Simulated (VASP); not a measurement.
H10CO5: single point with PBE+D3(BJ)

The system is H10CO5.

```
CELL_PARAMETERS angstrom
6.17363 0.00000 0.00000
0.00000 6.17363 0.00000
0.00000 0.00000 6.17363
ATOMIC_POSITIONS crystal
O 0.47740 0.01782 0.88459
O 0.41606 0.66891 0.24670
O 0.14285 0.31031 0.45528
O 0.71046 0.00854 0.47608
O 0.82803 0.72419 0.97415
H 0.37455 0.95451 0.98742
H 0.61342 0.94816 0.92943
H 0.32162 0.55786 0.31082
H 0.52490 0.58653 0.16717
H 0.00877 0.23017 0.42602
H 0.23958 0.20210 0.51784
H 0.61841 0.02348 0.60383
H 0.63465 0.89764 0.39138
H 0.95134 0.71509 0.66952
H 0.02735 0.48604 0.86027
C 0.93814 0.64031 0.83304
```

```yaml
Program: VASP 6.6.1
Task: single point
Functional: PBE
Dispersion: D3(BJ)
Potentials_or_basis: VASP PAW PBE potentials, release 64 (O, H, C)
Cutoff: 520 eV
k_mesh: 1 × 1 × 1
Occupations: fermi-dirac, width 0.05 eV
Spin: no spin polarisation
Dipole_correction: no
Further_INCAR_settings: LREAL = Auto; ALGO = Normal; EDIFF = 1e-06; NBANDS = 36
```

```
Pressure                   : -1.0 GPa
Largest force              : 0.386 eV/Å
Band gap on the k mesh     : 3.62 eV
Dispersion energy per atom : -0.025 eV
```

Forces on the atoms (eV/Å):
```
O   -0.095 -0.025  0.199
O    0.029 -0.075 -0.038
O   -0.033 -0.099  0.006
O    0.077 -0.040 -0.139
O   -0.171  0.070  0.264
H    0.041  0.073 -0.157
H    0.083 -0.075 -0.042
H   -0.046  0.029  0.016
H    0.020  0.054  0.028
H    0.013  0.031  0.033
H   -0.011  0.085 -0.015
H   -0.102  0.049  0.144
H    0.035  0.011 -0.024
H    0.008 -0.028 -0.012
H   -0.028  0.033  0.065
C    0.180 -0.092 -0.329
```

Stress tensor (GPa, compression positive):
```
-1.27 -0.58 -0.05
-0.58 -1.29  0.31
-0.05  0.31 -0.52
```

Levels at points of the mesh, in eV from the valence-band top:
```tsv
k point	band 18	band 19	band 20	band 21	band 22	band 23	band 24	band 25	band 26	band 27
(0.00, 0.00, 0.00)	-0.82	-0.76	-0.60	-0.36	0.00	3.62	4.62	7.83	7.99	8.38
```

It took 16 s on 1 thread of Intel Xeon 6975P-C, with other jobs on the host, peak memory 0.31 GiB.

Caveat: the k points lie up to 1.02 Å⁻¹ apart.
